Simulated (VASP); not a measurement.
Here is a VASP 6.6.1 calculation.

INCAR

```
PREC = Accurate
ENCUT = 520
EDIFF = 1E-6
ISMEAR = 0
SIGMA = 0.1
LREAL = F
LASPH = T
NELM = 60
ALGO = Normal
ISIF = 2
LWAVE = F
LCHARG = F
GGA = PE
NBANDS = 31
```

File KPOINTS:

```
Automatic mesh
0
Gamma
  6 6 6
```

Contents of POSCAR:

```
AlIn2Sb2As
1.0
   -2.0739001781      2.0739001781     10.9672878366
    2.0739001781     -2.0739001781     10.9672878366
    2.0739001781      2.0739001781    -10.9672878366
Al In Sb As
1 2 2 1
Direct
    0.5000000000      0.5000000000      0.0000000000
    0.1304135791      0.1304135791      0.0000000000
    0.8695864209      0.8695864209      0.0000000000
    0.7500000000      0.2500000000      0.5000000000
    0.2500000000      0.7500000000      0.5000000000
    0.0000000000      0.0000000000      0.0000000000
```

Potentials or basis: VASP PAW PBE potentials, release 64 (Al, In_d, Sb, As).

Command:

```sh
$ cat potpaw_PBE.64/Al/POTCAR potpaw_PBE.64/In_d/POTCAR potpaw_PBE.64/Sb/POTCAR potpaw_PBE.64/As/POTCAR > POTCAR
$ mpirun -np 1 vasp_std > vasp.out
```

**Question.** Estimate the pressure.

**Answer.** 0.1 GPa.

**Question.** Predict the largest force.

**Answer.** 0.019 eV/Å.

Forces on the atoms (eV/Å):
```
Al   0.000  0.000  0.000
In   0.000  0.000 -0.019
In   0.000  0.000  0.019
Sb   0.000  0.000  0.000
Sb   0.000  0.000  0.000
As   0.000  0.000  0.000
```
